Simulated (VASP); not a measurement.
A run of VASP 6.6.1 is set up as follows.

Contents of INCAR:

```
PREC     = Accurate       # precision mode
ENCUT    = 520            # plane-wave cutoff, eV
EDIFF    = 1E-6           # SCF threshold, eV
ISMEAR   = -1             # smearing method
SIGMA    = 0.08           # smearing width, eV
LREAL    = F              # projectors in reciprocal space
LASPH    = T              # aspherical terms in the spheres
NELM     = 80             # most SCF steps
ALGO     = Normal         # electronic algorithm
ISIF     = 2              # what is computed and relaxed
LWAVE    = F              # write WAVECAR
LCHARG   = F              # write CHGCAR
GGA      = PS             # functional
NBANDS   = 19             # bands
```

File KPOINTS:

```
regular mesh
0
Gamma
  17 17 9
```

Contents of POSCAR:

```
Ti
1.0
    2.3960873043      0.0000000000      0.0000000000
   -1.1980436522      2.0750724752      0.0000000000
    0.0000000000      0.0000000000      4.3754088513
Ti
2
Direct
    0.3333333333      0.6666666667      0.2500000000
    0.6666666667      0.3333333333      0.7500000000
```

Potentials or basis: VASP PAW PBE potentials, release 64 (Ti_sv).

The run is started by

```sh
$ cat potpaw_PBE.64/Ti_sv/POTCAR > POTCAR
$ mpirun -np 1 vasp_std > vasp.out
```

Problem. Predict the band gap on the k mesh.

Solution. Zero (band 12 reaches 15.22 eV, above the bottom of band 13 at 13.75 eV).

Problem. Estimate the pressure.

Solution. 94.1 GPa.

Stress tensor (GPa, compression positive):
```
94.49  0.00  0.00
 0.00 94.49  0.00
 0.00  0.00 93.34
```

Caveat: the PAW data sets were made with another functional, which shifts forces and pressure a little.
